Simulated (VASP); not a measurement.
# BeS in VASP: notebook, part 2 of 2

VASP 6.6.1.

### Step 3. Single point, r2SCAN (uniaxial z strain -3.0%)

Contents of POSCAR:

```
BeS
1.0
    0.0000000000      2.3172971949      2.2477782791
    2.3172971949      0.0000000000      2.2477782791
    2.3172971949      2.3172971949      0.0000000000
Be S
1 1
Direct
    0.0000000000      0.0000000000      0.0000000000
    0.5000000000      0.5000000000      0.5000000000
```

Contents of INCAR.step1:

```
SYSTEM = BeS
ALGO = Normal ; EDIFF = 1E-4
ENCUT = 520 ; GGA = PE
ISMEAR = 0 ; LASPH = .True.
LCHARG = .False. ; LREAL = .False.
LWAVE = .True. ; NBANDS = 11
NELM = 80 ; PREC = Accurate
SIGMA = 0.01
```

Contents of INCAR.step2:

```
SYSTEM = BeS
ALGO = Normal ; EDIFF = 1E-6
ENCUT = 520 ; ISIF = 2
ISMEAR = 0 ; ISTART = 1
LASPH = .True. ; LCHARG = .True.
LELF = .True. ; LMIXTAU = .True.
LREAL = .False. ; LVHAR = .True.
LWAVE = .False. ; METAGGA = R2SCAN
NBANDS = 11 ; NELM = 80
PREC = Accurate ; SIGMA = 0.01
```

Contents of KPOINTS:

```
k-points
0
Gamma
  10 10 10
  0 0 0
```

Potentials or basis: VASP PAW PBE potentials, release 64 (Be, S).

Started as:

```console
$ cat potpaw_PBE.64/Be/POTCAR potpaw_PBE.64/S/POTCAR > POTCAR
$ cp INCAR.step1 INCAR
$ mpirun -np 1 vasp_std > vasp.out
$ cp INCAR.step2 INCAR
$ mpirun -np 1 vasp_std > vasp.out
```

Wall time 91 s (1 thread of Intel Xeon Platinum 8124M at 3.00GHz (Skylake/Cascade Lake), shared host); peak memory 0.15 GiB.

It converged, with:

* Free energy: -13.5391 eV
* Pressure: 3.7 GPa
* Band gap on the k mesh: 1.13 eV, indirect (least direct gap 4.55 eV)

Stress tensor (GPa, compression positive):
```
2.46 0.00 0.00
0.00 2.46 0.00
0.00 0.00 6.08
```

Levels at points of the mesh, in eV from the valence-band top:
```tsv
k point	band 2	band 3	band 4	band 5	band 6	band 7
(0.00, 0.00, 0.00)	-0.56	-0.16	-0.16	6.58	9.21	9.21
(0.50, 0.00, 0.00)	-7.69	-0.67	-0.48	4.30	4.39	5.04
(0.50, 0.50, 0.00)	-7.21	-3.53	-3.53	1.13	4.61	13.13
(0.50, 0.00, 0.50)	-7.22	-3.57	-3.07	1.48	4.76	12.72
```

Caveat: the cell differs from its parent crystal (uniaxial z strain -3.0%); the PAW data sets were made with another functional, which shifts forces and pressure a little. A k mesh can miss the band edges.

### Step 4. Single point, r2SCAN (epitaxial xy strain +0.5%)

Contents of POSCAR:

```
BeS
1.0
    0.0000000000      2.3288836809      2.3065723679
    2.3288836809      0.0000000000      2.3065723679
    2.3288836809      2.3288836809      0.0000000000
Be S
1 1
Direct
    0.0000000000      0.0000000000      0.0000000000
    0.5000000000      0.5000000000      0.5000000000
```

Contents of INCAR.step1:

```
PREC = Accurate
ENCUT = 520
ISMEAR = 0
SIGMA = 0.01
LREAL = F
LASPH = T
NELM = 80
NBANDS = 11
GGA = PE
ALGO = Normal
EDIFF = 1E-4
LWAVE = T
LCHARG = F
```

Contents of INCAR.step2:

```
PREC = Accurate
ENCUT = 520
EDIFF = 1E-7
ISMEAR = 0
SIGMA = 0.01
LREAL = F
LASPH = T
NELM = 80
ALGO = Normal
ISIF = 2
LWAVE = F
LCHARG = T
METAGGA = R2SCAN
LMIXTAU = T
LELF = T
LVHAR = T
NBANDS = 11
ISTART = 1
```

Contents of KPOINTS:

```
Automatic mesh
0
Gamma
  10 10 10
```

Started as:

```console
$ cat potpaw_PBE.64/Be/POTCAR potpaw_PBE.64/S/POTCAR > POTCAR
$ cp INCAR.step1 INCAR
$ mpirun -np 1 vasp_std > vasp.out
$ cp INCAR.step2 INCAR
$ mpirun -np 1 vasp_std > vasp.out
```

It took 78 s on 1 thread of Intel Xeon Platinum 8124M at 3.00GHz (Skylake/Cascade Lake), shared host; peak memory 0.15 GiB.

The run converged. Its results:

| Quantity | Value |
| --- | --- |
| Free energy | -13.5515 eV |
| Pressure | -0.7 GPa |
| Band gap on the k mesh | 1.31 eV, indirect (least direct gap 4.51 eV) |

Stress tensor (GPa, compression positive):
```
-1.00  0.00  0.00
 0.00 -1.00  0.00
 0.00  0.00 -0.14
```

Levels at points of the mesh, in eV from the valence-band top:
| k point | band 1 | band 2 | band 3 | band 4 | band 5 | band 6 | band 7 | band 8 | band 9 |
| --- | --- | --- | --- | --- | --- | --- | --- | --- | --- |
| (0.00, 0.00, 0.00) | -15.65 | -0.30 | -0.18 | -0.18 | 6.18 | 9.40 | 9.40 | 9.52 | 10.56 |
| (0.50, 0.00, 0.00) | -13.31 | -7.35 | -0.52 | -0.46 | 4.50 | 4.55 | 4.90 | 11.18 | 16.30 |
| (0.50, 0.50, 0.00) | -12.19 | -6.86 | -3.23 | -3.23 | 1.31 | 4.90 | 12.93 | 12.93 | 15.07 |
| (0.50, 0.00, 0.50) | -12.27 | -6.86 | -3.24 | -3.09 | 1.42 | 4.94 | 12.81 | 13.18 | 14.83 |

Caveat: the cell differs from its parent crystal (epitaxial xy strain +0.5%); the PAW data sets were made with another functional, which shifts forces and pressure a little. A k mesh can miss the band edges.

### Step 5. Single point, r2SCAN (strain along [111] -0.5%)

Contents of POSCAR:

```
BeS
1.0
   -0.0077243240      2.3095728709      2.3095728709
    2.3095728709     -0.0077243240      2.3095728709
    2.3095728709      2.3095728709     -0.0077243240
Be S
1 1
Direct
    0.0000000000      0.0000000000      0.0000000000
    0.5000000000      0.5000000000      0.5000000000
```

Contents of INCAR.step1:

```
PREC = Accurate
ENCUT = 520
ISMEAR = 0
SIGMA = 0.01
LREAL = False
LASPH = True
NELM = 60
NBANDS = 11
GGA = PE
ALGO = Normal
EDIFF = 1E-4
LWAVE = True
LCHARG = False
```

Contents of INCAR.step2:

```
PREC = Accurate
ENCUT = 520
EDIFF = 1E-6
ISMEAR = 0
SIGMA = 0.01
LREAL = False
LASPH = True
NELM = 60
ALGO = Normal
ISIF = 2
LWAVE = False
LCHARG = True
METAGGA = R2SCAN
LMIXTAU = True
LELF = True
LVHAR = True
NBANDS = 11
ISTART = 1
```

KPOINTS is that of step 4.

Potentials or basis: VASP PAW PBE potentials, release 64 (Be, S).

Started as:

```console
$ cat potpaw_PBE.64/Be/POTCAR potpaw_PBE.64/S/POTCAR > POTCAR
$ cp INCAR.step1 INCAR
$ mpirun -np 1 vasp_std > vasp.out
$ cp INCAR.step2 INCAR
$ mpirun -np 1 vasp_std > vasp.out
```

OUTCAR:

```text
PREC = Accurate
   ENCUT = 520
   EDIFF = 1E-6
   ISMEAR = 0
   LREAL = False
   LASPH = True
   NELM = 60
   ISIF = 2
   METAGGA = R2SCAN
   ISTART = 1

 ion  position               nearest neighbor table
   1  0.000  0.000  0.000-   2 2.31   2 2.31   2 2.31   2 2.31   2 2.31   2 2.31
   2  0.500  0.500  0.500-   1 2.31   1 2.31   1 2.31   1 2.31   1 2.31   1 2.31

  LATTYP: Found a trigonal (rhomboedric) cell.
 ALAT       =     3.2662384110
 COS(alpha) =     0.4966527407

  Lattice vectors:

[... 523 lines left out ...]
------------------------ aborting loop because EDIFF is reached ----------------------------------------

  FORCE on cell =-STRESS in cart. coord.  units (eV):
  Direction    XX          YY          ZZ          XY          YZ          ZX
  --------------------------------------------------------------------------------------
  -------------------------------------------------------------------------------------
  Total        0.0672465      0.0672465      0.0672465      0.0641555      0.0641555      0.0641555
  in kB        4.3509313      4.3509313      4.3509313      4.1509403      4.1509403      4.1509403
  external PRESSURE =       4.3509313 kB  Pullay stress =       0.0000000 kB

 VOLUME and BASIS-vectors are now :
 -----------------------------------------------------------------------------
  energy-cutoff  :      520.00
  volume of cell :       24.76
      direct lattice vectors                 reciprocal lattice vectors
    -0.007724324  2.309572871  2.309572871    -0.215407191  0.216130034  0.216130034
     2.309572871 -0.007724324  2.309572871     0.216130034 -0.215407191  0.216130034
     2.309572871  2.309572871 -0.007724324     0.216130034  0.216130034 -0.215407191

 POSITION                                       TOTAL-FORCE (eV/Angst)
 -----------------------------------------------------------------------------------
      0.00000      0.00000      0.00000        -0.000000      0.000000     -0.000000
      2.30571      2.30571      2.30571         0.000000     -0.000000      0.000000
 -----------------------------------------------------------------------------------
    total drift:                               -0.000000     -0.000000      0.000000

  FREE ENERGIE OF THE ION-ELECTRON SYSTEM (eV)
  ---------------------------------------------------
  free  energy   TOTEN  =       -13.5517904632 eV

  energy  without entropy=      -13.5517904632  energy(sigma->0) =      -13.55179046
```

Run time: 87 s. Hardware: 1 thread of Intel Xeon Platinum 8124M at 3.00GHz (Skylake/Cascade Lake), shared host; peak memory 0.16 GiB.

What came out:

| Quantity | Value |
| --- | --- |
| Free energy | -13.5518 eV |
| Pressure | 0.4 GPa |
| Band gap on the k mesh | 1.37 eV, indirect (least direct gap 4.59 eV) |

Caveat: the cell differs from its parent crystal (strain along [111] -0.5%); the PAW data sets were made with another functional, which shifts forces and pressure a little. A k mesh can miss the band edges.

### Step 6. Summary

| level | cell | smearing | gap on the mesh (eV) | pressure (GPa) |
| --- | --- | --- | --- | --- |
| PBE | a = 3.228, b = 3.228, c = 3.277 Å, angles 59.5, 59.5, 61.0°, 2 atoms | fermi-dirac 0.02 eV | 0.80 | 3.2 |
| r2SCAN | a = 3.228, b = 3.228, c = 3.277 Å, angles 59.5, 59.5, 61.0°, 2 atoms | gaussian 0.01 eV | 1.13 | 3.7 |
| r2SCAN | a = 3.278, b = 3.278, c = 3.294 Å, angles 59.8, 59.8, 60.3°, 2 atoms | gaussian 0.01 eV | 1.31 | -0.7 |
| r2SCAN | a = 3.266 Å, angles 60.2°, 2 atoms | gaussian 0.01 eV | 1.37 | 0.4 |

Alike in all rows: task single point; potentials or basis VASP PAW PBE potentials, release 64 (Be, S); no spin polarisation; k mesh 10 × 10 × 10; cutoff (eV) 520.

Caveats: the PAW data sets were made with another functional, which shifts forces and pressure a little (some runs).

Absolute energies hang on the potentials; compare differences alone.
